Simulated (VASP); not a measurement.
# ZrGe2Pd3 (P4mm) in VASP: further runs

ZrGe2Pd3 is run at these levels: PBE; tasks: single point.

Program: VASP 6.6.1. These are calculated values, not measurements. Logs are shortened: lines on timing, memory, paths and dates and some standing lists are left out, and cuts for length are marked.

### Step 1. The cell of the first run

It takes space group P4mm (No. 99, tetragonal). The conventional cell has a = 3.157 Å, b = 3.157 Å, c = 9.957 Å, α = 90.00°, β = 90.00°, γ = 90.00°. Within 3.9 Å of Zr (site symmetry 4mm) lie 5 Ge at 2.93 to 3.49 Å and 5 Pd at 2.94 to 3.18 Å and 4 Zr at 3.16 Å. Ge (site symmetry 4mm) has 5 Pd at 2.57 to 3.17 Å and 4 Zr at 2.93 Å and 4 Ge at 3.16 Å within 3.4 Å. Within 3.5 Å of Ge (site symmetry 4mm) lie 9 Pd at 2.63 to 3.29 Å and 4 Ge at 3.16 Å and 1 Zr at 3.49 Å. Pd (site symmetry 4mm) has 5 Ge at 2.63 to 3.17 Å and 9 Pd at 2.93 to 3.16 Å within 3.5 Å. Pd (site symmetry 4mm) has 4 Ge at 2.74 Å and 4 Zr at 2.94 Å and 5 Pd at 2.98 to 3.16 Å within 3.6 Å. Within 3.4 Å of Pd (site symmetry 4mm) lie 5 Ge at 2.57 to 3.29 Å and 8 Pd at 2.93 to 3.16 Å and 1 Zr at 3.18 Å.

### Step 2. Single point, PBE

INCAR reads:

```
SYSTEM = ZrGe2Pd3
PREC = Accurate
ENCUT = 520
EDIFF = 1E-6
ISMEAR = 0
SIGMA = 0.2
LREAL = .False.
LASPH = .True.
NELM = 80
ALGO = Normal
ISIF = 2
LWAVE = .False.
LCHARG = .True.
GGA = PE
LELF = .True.
LVHAR = .True.
NBANDS = 44
```

KPOINTS reads:

```
regular mesh
0
Gamma
  5 5 2
  0 0 0
```

POSCAR reads:

```
ZrGe2Pd3
1.0
    3.1571253296      0.0000000000      0.0000000000
    0.0000000000      3.1571253296      0.0000000000
    0.0000000000      0.0000000000      9.9573323113
Zr Ge Pd
1 2 3
Direct
    0.5000000000      0.5000000000      0.1628968751
    0.0000000000      0.0000000000     -0.0282864363
    0.5000000000      0.5000000000      0.5135772938
    0.0000000000      0.0000000000      0.6535444662
    0.0000000000      0.0000000000      0.3542943564
    0.5000000000      0.5000000000      0.8439724048
```

Potentials or basis: VASP PAW PBE potentials, release 64 (Zr_sv, Ge_d, Pd).

Command:

```console
> cat potpaw_PBE.64/Zr_sv/POTCAR potpaw_PBE.64/Ge_d/POTCAR potpaw_PBE.64/Pd/POTCAR > POTCAR
> mpirun -np 1 vasp_std > vasp.out
```

OUTCAR:

```text
SYSTEM = ZrGe2Pd3
   PREC = Accurate
   ENCUT = 520
   EDIFF = 1E-6
   ISMEAR = 0
   LREAL = .False.
   LASPH = .True.
   NELM = 80
   ISIF = 2
   GGA = PE

 ion  position               nearest neighbor table
   1  0.500  0.500  0.163-   2 2.93   2 2.93   2 2.93   2 2.93   5 2.94   5 2.94   5 2.94   5 2.94
                             6 3.18
   2  0.000  0.000  0.972-   6 2.57   6 2.57   6 2.57   6 2.57   1 2.93   1 2.93   1 2.93   1 2.93
                             4 3.17
   3  0.500  0.500  0.514-   4 2.63   4 2.63   4 2.63   4 2.63   5 2.74   5 2.74   5 2.74   5 2.74

   4  0.000  0.000  0.654-   3 2.63   3 2.63   3 2.63   3 2.63   6 2.93   6 2.93   6 2.93   6 2.93
                             5 2.98   2 3.17
   5  0.000  0.000  0.354-   3 2.74   3 2.74   3 2.74   3 2.74   1 2.94   1 2.94   1 2.94   1 2.94
                             4 2.98
   6  0.500  0.500  0.844-   2 2.57   2 2.57   2 2.57   2 2.57   4 2.93   4 2.93   4 2.93   4 2.93
                             1 3.18

  LATTYP: Found a simple tetragonal cell.
 ALAT       =     3.1571253296
 C/A-ratio  =     3.1539236716

  Lattice vectors:

 A1 = (   3.1571253296,   0.0000000000,   0.0000000000)
 A2 = (   0.0000000000,   3.1571253296,   0.0000000000)
 A3 = (   0.0000000000,   0.0000000000,   9.9573323113)

Analysis of symmetry for initial positions (statically):
=====================================================================
 Subroutine PRICEL returns:
 Original cell was already a primitive cell.

 Routine SETGRP: Setting up the symmetry group for a
 simple tetragonal supercell.

 Subroutine GETGRP returns: Found  8 space group operations
 (whereof  8 operations were pure point group operations)
 out of a pool of 16 trial point group operations.

The static configuration has the point symmetry C_4v.

Analysis of symmetry for dynamics (positions and initial velocities):
=====================================================================
 Subroutine PRICEL returns:
 Original cell was already a primitive cell.

 Routine SETGRP: Setting up the symmetry group for a
 simple tetragonal supercell.

 Subroutine GETGRP returns: Found  8 space group operations
 (whereof  8 operations were pure point group operations)
 out of a pool of 16 trial point group operations.

The dynamic configuration has the point symmetry C_4v.

 Subroutine INISYM returns: Found  8 space group operations
 (whereof  8 operations are pure point group operations),
 and found     1 'primitive' translations

----------------------------------------------------------------------------------------

                                     Primitive cell

  volume of cell :      99.2491

  direct lattice vectors                    reciprocal lattice vectors
     3.157125330  0.000000000  0.000000000     0.316743840  0.000000000  0.000000000
     0.000000000  3.157125330  0.000000000     0.000000000  0.316743840  0.000000000
     0.000000000  0.000000000  9.957332311     0.000000000  0.000000000  0.100428505

  length of vectors
     3.157125330  3.157125330  9.957332311     0.316743840  0.316743840  0.100428505

  position of ions in fractional coordinates (direct lattice)
     0.500000000  0.500000000  0.162896875
     0.000000000  0.000000000  0.971713564
     0.500000000  0.500000000  0.513577294
     0.000000000  0.000000000  0.653544466
     0.000000000  0.000000000  0.354294356
     0.500000000  0.500000000  0.843972405

  ion indices of the primitive-cell ions
   primitive index   ion index
                 1           1
                 2           2
                 3           3
                 4           4
                 5           5
                 6           6

----------------------------------------------------------------------------------------

 KPOINTS: regular mesh

Automatic generation of k-mesh.
 Grid dimensions read from file:
 generate k-points for:    5    5    2

 Generating k-lattice:

  Cartesian coordinates                     Fractional coordinates (reciprocal lattice)
     0.063348768  0.000000000  0.000000000     0.200000000  0.000000000  0.000000000
     0.000000000  0.063348768  0.000000000     0.000000000  0.200000000  0.000000000
     0.000000000  0.000000000  0.050214253     0.000000000  0.000000000  0.500000000

  Length of vectors
     0.063348768  0.063348768  0.050214253

  Shift w.r.t. Gamma in fractional coordinates (k-lattice)
     0.000000000  0.000000000  0.000000000

 Subroutine IBZKPT returns following result:
 ===========================================

 Found     12 irreducible k-points:

 Following reciprocal coordinates:
            Coordinates               Weight
  0.000000  0.000000  0.000000      1.000000
  0.200000  0.000000  0.000000      4.000000
  0.400000  0.000000  0.000000      4.000000
  0.200000  0.200000  0.000000      4.000000
  0.400000  0.200000  0.000000      8.000000
  0.400000  0.400000  0.000000      4.000000
  0.000000  0.000000  0.500000      1.000000
  0.200000  0.000000  0.500000      4.000000
  0.400000  0.000000  0.500000      4.000000
  0.200000  0.200000  0.500000      4.000000
  0.400000  0.200000  0.500000      8.000000
  0.400000  0.400000  0.500000      4.000000
   k-points           NKPTS =     12   k-points in BZ     NKDIM =     12   number of bands    NBANDS=     44
   number of dos      NEDOS =    301   number of ions     NIONS =      6
   total plane-waves  NPLWV =  46080
   dimension x,y,z NGX =    24 NGY =   24 NGZ =   80
   dimension x,y,z NGXF=    48 NGYF=   48 NGZF=  160
   ions per type =               1   2   3
   NGX,Y,Z   is equivalent  to a cutoff of  12.64, 12.64, 13.36 a.u.
   NGXF,Y,Z  is equivalent  to a cutoff of  25.28, 25.28, 26.71 a.u.
 SYSTEM =  ZrGe2Pd3
   PREC   = accura    normal or accurate (medium, high low for compatibility)
   ISTART =      0    job   : 0-new  1-cont  2-samecut
   ICHARG =      2    charge: 1-file 2-atom 10-const
   ISPIN  =      1    spin polarized calculation?
   LNONCOLLINEAR =      F non collinear calculations
   LSORBIT =      F    spin-orbit coupling
   LASPH  =      T    aspherical Exc in radial PAW
   ENCUT  =  520.0 eV  38.22 Ry    6.18 a.u.   5.87  5.87 18.51*2*pi/ulx,y,z
   NELM   =     80;   NELMIN=  2; NELMDL= -5     # of ELM steps
   EDIFF  = 0.1E-05   stopping-criterion for ELM
   LREAL  =      F    real-space projection
   EDIFFG = 0.1E-04   stopping-criterion for IOM
   NSW    =      0    number of steps for IOM
   IBRION =     -1    ionic relax: 0-MD 1-quasi-New 2-CG
   NFREE  =      0    steps in history (QN), initial steepest desc. (CG)
   ISIF   =      2    stress and relaxation
   ISYM   =      2    0-nonsym 1-usesym 2-fastsym
   POTIM  = 0.5000    time-step for ionic-motion
   TEBEG  =    0.0;   TEEND  =   0.0 temperature during run
   PSTRESS=    0.0 pullay stress
   NELECT =      70.0000    total number of electrons
   NUPDOWN=      -1.0000    fix difference up-down
   EMIN   =  10.00;   EMAX   =-10.00  energy-range for DOS
   EFERMI =   0.00;   METHOD = LEGACY
   ISMEAR =     0;   SIGMA  =   0.20  broadening in eV -4-tet -1-fermi 0-gaus
   EFERMI_NEDOS =   21; number of points for ismear=-14 and -15
   IALGO  =     38    algorithm
   IMIX   =      4    mixing-type and parameters
     AMIX     =   0.40;   BMIX     =  1.00
     AMIX_MAG =   1.60;   BMIX_MAG =  1.00
  volume/ion in A,a.u.               =      16.54       111.63
  Fermi-wavevector in a.u.,A,eV,Ry     =   1.457243  2.753790 28.892747  2.123557
  Thomas-Fermi vector in A             =   2.574067
   LORBIT       =      0    0 simple, 1 ext, 2 COOP (PROOUT), +10 PAW based schemes
   GGA     = PE    functional components
   LHFCALC =     F    Hartree Fock is set to
   AEXX    =    0.0000 exact exchange contribution
   IVDW    =     0    specifies the selected vdW correction
   LEPSILON=     F    determine dielectric tensor
   LRPA    =     F    only Hartree local field effects (RPA)
 non-spin polarized calculation
 Gauss-broadening in eV      SIGMA  =   0.20
  energy-cutoff  :      520.00
  volume of cell :       99.25
 maximum number of plane-waves:      2700
 NGX is ok and might be reduce to    24
   NGX = 11   NGY = 11   NGZ = 37

 number of electron      70.0000030 magnetization

 Free energy of the ion-electron system (eV)
  ---------------------------------------------------
  ext. energy  EPLUGINS =         0.00000000
  ---------------------------------------------------
  free energy    TOTEN  =       -36.03350062 eV

  energy without entropy =      -35.95018687  energy(sigma->0) =      -35.99184375

 E-fermi :   9.4036     XC(G=0): -12.3659

 val. band max:        9.4035362905   @ k =   0.4000   0.2000   0.0000
 cond. band min:       9.5103003748   @ k =   0.4000   0.0000   0.5000
 fundamental gap:      0.1067640843
 Fermi energy:         9.4036036823

 k-point     1 :       0.0000    0.0000    0.0000
  band No.  band energies     occupation
      1     -39.4725      2.00000
      2     -17.6062      2.00000
      3     -17.2043      2.00000
      4     -17.2043      2.00000
      5     -15.3124      2.00000
      6     -15.2825      2.00000
[... 36 lines left out ...]
     43      15.2401      0.00000
     44      15.2401      0.00000

 k-point     2 :       0.2000    0.0000    0.0000
  band No.  band energies     occupation
      1     -39.4529      2.00000
      2     -17.5801      2.00000
      3     -17.4194      2.00000
      4     -17.1850      2.00000
      5     -15.2977      2.00000
      6     -15.2742      2.00000
[... 36 lines left out ...]
     43      15.1475      0.00000
     44      15.3743      0.00000

 k-point     3 :       0.4000    0.0000    0.0000
  band No.  band energies     occupation
      1     -39.4211      2.00000
      2     -17.7525      2.00000
      3     -17.5375      2.00000
      4     -17.1535      2.00000
      5     -15.2821      2.00000
      6     -15.2800      2.00000
[... 412 lines left out ...]
     43      15.0492      0.00000
     44      15.5496      0.00000

 k-point    12 :       0.4000    0.4000    0.5000
  band No.  band energies     occupation
      1     -39.3712      2.00000
      2     -17.6822      2.00000
      3     -17.6769      2.00000
      4     -17.4755      2.00000
      5     -15.2958      2.00000
      6     -15.2686      2.00000
[... 36 lines left out ...]
     43      14.2351      0.00000
     44      14.5895      0.00000

------------------------ aborting loop because EDIFF is reached ----------------------------------------

  FORCE on cell =-STRESS in cart. coord.  units (eV):
  Direction    XX          YY          ZZ          XY          YZ          ZX
  --------------------------------------------------------------------------------------
  -------------------------------------------------------------------------------------
  Total       -0.1571073     -0.1571073     -0.2946488      0.0000000      0.0000000      0.0000000
  in kB       -2.5361805     -2.5361805     -4.7565119      0.0000000      0.0000000      0.0000000
  external PRESSURE =      -3.2762910 kB  Pullay stress =       0.0000000 kB

 VOLUME and BASIS-vectors are now :
 -----------------------------------------------------------------------------
  energy-cutoff  :      520.00
  volume of cell :       99.25
      direct lattice vectors                 reciprocal lattice vectors
     3.157125330  0.000000000  0.000000000     0.316743840  0.000000000  0.000000000
     0.000000000  3.157125330  0.000000000     0.000000000  0.316743840  0.000000000
     0.000000000  0.000000000  9.957332311     0.000000000  0.000000000  0.100428505

 POSITION                                       TOTAL-FORCE (eV/Angst)
 -----------------------------------------------------------------------------------
      1.57856      1.57856      1.62202         0.000000     -0.000000      0.053679
      0.00000      0.00000      9.67567        -0.000000     -0.000000      0.000415
      1.57856      1.57856      5.11386        -0.000000     -0.000000      0.005416
      0.00000      0.00000      6.50756         0.000000     -0.000000      0.001227
      0.00000      0.00000      3.52783        -0.000000      0.000000     -0.023638
      1.57856      1.57856      8.40371        -0.000000     -0.000000     -0.037099
 -----------------------------------------------------------------------------------
    total drift:                                0.000000     -0.000000      0.001297

  FREE ENERGIE OF THE ION-ELECTRON SYSTEM (eV)
  ---------------------------------------------------
  free  energy   TOTEN  =       -36.0335006225 eV

  energy  without entropy=      -35.9501868697  energy(sigma->0) =      -35.99184375
```

It took 25 s on 1 thread of Intel Xeon 6975P-C (Granite Rapids), shared host; peak memory 0.23 GiB.

Results:

| Item | Value |
| --- | --- |
| Free energy | -36.0335 eV |
| Pressure | -0.3 GPa |
| Largest force | 0.054 eV/Å |
| Band gap on the k mesh | zero (band 35 reaches 9.80 eV, above the bottom of band 36 at 9.06 eV) |

Forces in eV/Å, atoms in the order of the input:
```
Zr   0.000  0.000  0.054
Ge   0.000  0.000  0.000
Ge   0.000  0.000  0.005
Pd   0.000  0.000  0.001
Pd   0.000  0.000 -0.024
Pd   0.000  0.000 -0.037
```

Caveat: the k points lie up to 0.40 Å⁻¹ apart.

### Step 3. Single point, PBE

This run uses another cell than the first one, of 20.83 Å³/atom, 1.259 times its volume.

INCAR reads:

```
SYSTEM = ZrGe2Pd3
PREC = Accurate
ENCUT = 520
EDIFF = 1E-7
ISMEAR = 0
SIGMA = 0.2
LREAL = .False.
LASPH = .True.
NELM = 60
ALGO = Normal
ISIF = 2
LWAVE = .False.
LCHARG = .False.
GGA = PE
NBANDS = 44
```

KPOINTS reads:

```
Automatic mesh
0
Gamma
  4 4 3
  0 0 0
```

POSCAR reads:

```
ZrGe2Pd3
1.0
    3.8983027014      0.0000000000      0.0000000000
    0.0000000000      3.8983027014      0.0000000000
    0.0000000000      0.0000000000      8.2233544313
Zr Ge Pd
1 2 3
Direct
    0.0000000000      0.0000000000      0.6864286064
    0.5000000000      0.5000000000      0.2160248902
    0.5000000000      0.5000000000      0.9221463892
    0.5000000000      0.0000000000      0.4052251965
    0.0000000000      0.5000000000      0.4052251965
    0.5000000000      0.5000000000      0.6358605913
```

Potentials or basis: VASP PAW PBE potentials, release 64 (Zr_sv, Ge_d, Pd).

Command:

```console
> cat potpaw_PBE.64/Zr_sv/POTCAR potpaw_PBE.64/Ge_d/POTCAR potpaw_PBE.64/Pd/POTCAR > POTCAR
> mpirun -np 1 vasp_std > vasp.out
```

Run time: 41 s. Hardware: 1 thread of Intel Xeon 6975P-C (Granite Rapids), shared host; peak memory 0.25 GiB.

The run converged. Its results:

```yaml
Free_energy: -34.5668 eV
Pressure: 0.1 GPa
Largest_force: 0.040 eV/Å
Band_gap_on_the_k_mesh: zero (band 35 reaches 7.49 eV, above the bottom of band 36 at 6.44 eV)
```

Forces in eV/Å, atoms in the order of the input:
```
Zr   0.000  0.000 -0.002
Ge   0.000  0.000  0.040
Ge   0.000  0.000 -0.031
Pd   0.000  0.000  0.013
Pd   0.000  0.000  0.013
Pd   0.000  0.000 -0.032
```

Stress tensor (GPa, compression positive):
```
-0.02  0.00  0.00
 0.00 -0.02  0.00
 0.00  0.00  0.30
```

Levels at points of the mesh, in eV from the Fermi level:
```
           k point  band 31  band 32  band 33  band 34  band 35  band 36  band 37  band 38  band 39  band 40
(0.00, 0.00, 0.00)    -1.31    -0.42    -0.34     0.55     0.71     0.71     1.23     1.23     1.23     3.30
(0.50, 0.00, 0.00)    -2.43    -2.17    -2.00    -1.19    -0.71     0.27     0.52     1.62     1.70     2.43
(0.50, 0.50, 0.00)    -1.77    -1.73    -0.83    -0.83    -0.28    -0.12    -0.12     1.01     1.01     2.29
```

Caveat: the k points lie up to 0.40 Å⁻¹ apart.
